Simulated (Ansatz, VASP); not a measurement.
# Two plane-wave programs on BN

```
CELL_PARAMETERS angstrom
2.51218 0.00000 0.00000
-1.25609 2.17561 0.04079
0.00000 0.15644 8.34369
ATOMIC_POSITIONS crystal
B 0.33333 0.66667 0.25000
B 0.66667 0.33333 0.75000
N 0.33333 0.66667 0.75000
N 0.66667 0.33333 0.25000
```

Change from the starting cell: strain +0.0375 x Voigt [0, 0, 0, 1, 0, 0], atoms carried along.

Alike in both runs: task single point; functional PBE; k mesh 12 × 12 × 4; occupations gaussian, width 0.05 eV; no spin polarisation.

|  | VASP | Ansatz |
| --- | --- | --- |
| version | VASP 6.6.1 | Ansatz 0.2.0 |
| potentials or method | VASP PAW PBE potentials, release 64 (B, N), cutoff 520 eV | scalar-relativistic, plane waves, PAW |
| valence electrons in the cell | 16 | 16 |

```csv
,VASP,Ansatz,Ansatz less VASP
gap on the k mesh at the Fermi level (eV),4.38,4.39,+0.002
least direct gap on the mesh (eV),4.60,4.60,+0.003
pressure (GPa),0.0,0.0,-0.05
"traceless stress, the component that is largest in VASP (GPa)",0.09,0.01,-0.083
```

The functional is the same, so the differences come from potentials, cutoffs and numerics.
